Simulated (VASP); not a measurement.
Zr3C2:

```
CELL_PARAMETERS angstrom
3.51097 -4.72558 0.00000
3.51097 4.72558 0.00000
0.00000 0.00000 2.93015
ATOMIC_POSITIONS crystal
Zr 0.13760 0.86240 0.50000
Zr 0.86240 0.13760 0.50000
Zr 0.50000 0.50000 0.00000
C 0.50000 0.00000 0.50000
C 0.00000 0.50000 0.50000
```

The cell was generated, and may not be a known phase.

| Quantity | Value |
| --- | --- |
| Program | VASP 6.6.1 |
| Task | relaxation of cell and atoms |
| Functional | PBE |
| Potentials or basis | VASP PAW PBE potentials, release 64 (Zr_sv, C) |
| Cutoff | 600 eV |
| k mesh | 4 × 4 × 6 |
| Occupations | gaussian, width 0.1 eV |
| Spin | no spin polarisation |

At the start: pressure 1.0 GPa; volume 19.45 Å³/atom.

Question: How do energy, volume and symmetry change on relaxing?

Answer: Over 7 steps the energy falls by 12.7 meV/atom and the volume is 19.77 Å³/atom (+1.7 %); space group Cmmm (No. 65, to 0.1 Å) before and after.

Step by step:
| step | energy change (eV) | largest force (eV/Å) | pressure (GPa) | volume (Å³) |
| --- | --- | --- | --- | --- |
| 1 | 0.0000 | 0.1615 | 1.05 | 97.23 |
| 2 | -0.0368 | 0.1960 | 0.00 | 99.01 |
| 3 | -0.0393 | 0.2077 | -0.30 | 99.60 |
| 4 | -0.0516 | 0.1141 | -0.32 | 99.47 |
| 5 | -0.0630 | 0.1339 | -0.33 | 99.12 |
| 6 | -0.0581 | 0.3037 | 1.15 | 98.14 |
| 7 | -0.0637 | 0.0179 | 0.05 | 98.86 |

Final structure:
```
CELL_PARAMETERS angstrom
3.37113 -4.89860 0.00000
3.37113 4.89860 0.00000
0.00000 0.00000 2.99318
ATOMIC_POSITIONS crystal
Zr 0.13228 0.86772 0.50000
Zr 0.86772 0.13228 0.50000
Zr 0.50000 0.50000 0.00000
C 0.50000 0.00000 0.50000
C 0.00000 0.50000 0.50000
```
